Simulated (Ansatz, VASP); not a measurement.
## Two plane-wave programs on Li2S

POSCAR

```
Li2S
1.0
    0.0000000000      2.8726651981      2.8726651981
    2.8726651981      0.0000000000      2.8726651981
    2.8726651981      2.8726651981      0.0000000000
Li S
2 1
Direct
    0.2500000000      0.2500000000      0.2500000000
    0.7500000000      0.7500000000      0.7500000000
    0.0000000000      0.0000000000      0.0000000000
```

Contents of INCAR.step1:

```
  PREC = Accurate
  ENCUT = 830
  ISMEAR = 0
  SIGMA = 0.02
  LREAL = False
  LASPH = True
  NELM = 120
  NBANDS = 13
  GGA = PE
  ALGO = Normal
  EDIFF = 1E-5
  LWAVE = True
  LCHARG = False
  GGA_COMPAT = False
```

INCAR.step2

```
  PREC = Accurate
  ENCUT = 830
  EDIFF = 1E-6
  ISMEAR = 0
  SIGMA = 0.02
  LREAL = False
  LASPH = True
  NELM = 120
  ALGO = Normal
  ISIF = 2
  LWAVE = False
  LCHARG = False
  METAGGA = R2SCAN
  LMIXTAU = True
  NBANDS = 13
  ISTART = 1
  GGA_COMPAT = False
```

File KPOINTS:

```
Automatic mesh
0
Gamma
  8 8 8
```

Input for Ansatz:

```yaml
crystal:
  lattice:
    - [0.0, 2.8726651981, 2.8726651981]
    - [2.8726651981, 0.0, 2.8726651981]
    - [2.8726651981, 2.8726651981, 0.0]
  atoms:
    - { symbol: Li, position: [0.25, 0.25, 0.25] }
    - { symbol: Li, position: [0.75, 0.75, 0.75] }
    - { symbol: S, position: [0.0, 0.0, 0.0] }
basis:
  ecutwfc: 500
kpoints:
  mp_grid: { grid: [8, 8, 8] }
hamiltonian:
  xc: r2scan
scf:
  occupations: { method: gaussian, width: 0.02 }
output:
  forces: true
  stress: true
  eigenvalues: true
```

Alike in both runs: task single point; functional r2SCAN; k mesh 8 × 8 × 8; occupations gaussian, width 0.02 eV; no spin polarisation.

```csv
,VASP,Ansatz
version,VASP 6.6.1,Ansatz 0.2.0
potentials or method,"VASP PAW PBE potentials, release 64 (Li_sv, S), cutoff 830 eV","scalar-relativistic, plane waves, PAW"
valence electrons in the cell,12,12
```

```tsv
	VASP	Ansatz	Ansatz less VASP
gap on the k mesh at the Fermi level (eV)	3.87	3.89	+0.018
least direct gap on the mesh (eV)	4.89	4.80	-0.092
pressure (GPa)	-1.4	-1.1	+0.22
```

VASP's potentials were made for PBE, not for r2SCAN. With one functional, cell and mesh, what is left measures potentials, basis and numerics.
